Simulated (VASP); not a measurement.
Here is a VASP 6.6.1 calculation.

Contents of INCAR:

```
ALGO     = Normal         # electronic algorithm
EDIFF    = 1E-6           # SCF threshold, eV
ENCUT    = 750            # plane-wave cutoff, eV
GGA      = PE             # functional
GGA_COMPAT= F            
ISIF     = 2              # what is computed and relaxed
ISMEAR   = 0              # smearing method
LASPH    = T              # aspherical terms in the spheres
LCHARG   = T              # write CHGCAR
LELF     = T              # ELF
LREAL    = F              # projectors in reciprocal space
LVHAR    = T            
LWAVE    = F              # write WAVECAR
NBANDS   = 22             # bands
NELM     = 120            # most SCF steps
PREC     = Accurate       # precision mode
SIGMA    = 0.02           # smearing width, eV
```

Contents of KPOINTS:

```
k-points
0
Gamma
  6 6 6
```

Contents of POSCAR:

```
MgSi2N2
1.0
    3.0374484125      1.7536716586      3.4770111083
   -3.0374484125      1.7536716586      3.4770111083
    0.0000000000     -3.5073433172      3.4770111083
Mg Si N
1 2 2
Direct
    0.0000000000      0.0000000000      0.0000000000
    0.6605986425      0.6605986425      0.6605986425
    0.3394013575      0.3394013575      0.3394013575
    0.1868715912      0.1868715912      0.1868715912
    0.8131284088      0.8131284088      0.8131284088
```

Potentials or basis: VASP PAW PBE potentials, release 64 (Mg_sv, Si, N).

Launch:

```sh
$ cat potpaw_PBE.64/Mg_sv/POTCAR potpaw_PBE.64/Si/POTCAR potpaw_PBE.64/N/POTCAR > POTCAR
$ mpirun -np 1 vasp_std > vasp.out
```

**Question.** Predict the pressure.

**Answer.** 0.0 GPa.

**Question.** What does it give for the largest force?

**Answer.** 0.074 eV/Å.

Forces in eV/Å, atoms in the order of the input:
```
Mg   0.000  0.000  0.000
Si   0.000  0.000 -0.074
Si   0.000  0.000  0.074
N    0.000  0.000 -0.049
N    0.000  0.000  0.049
```
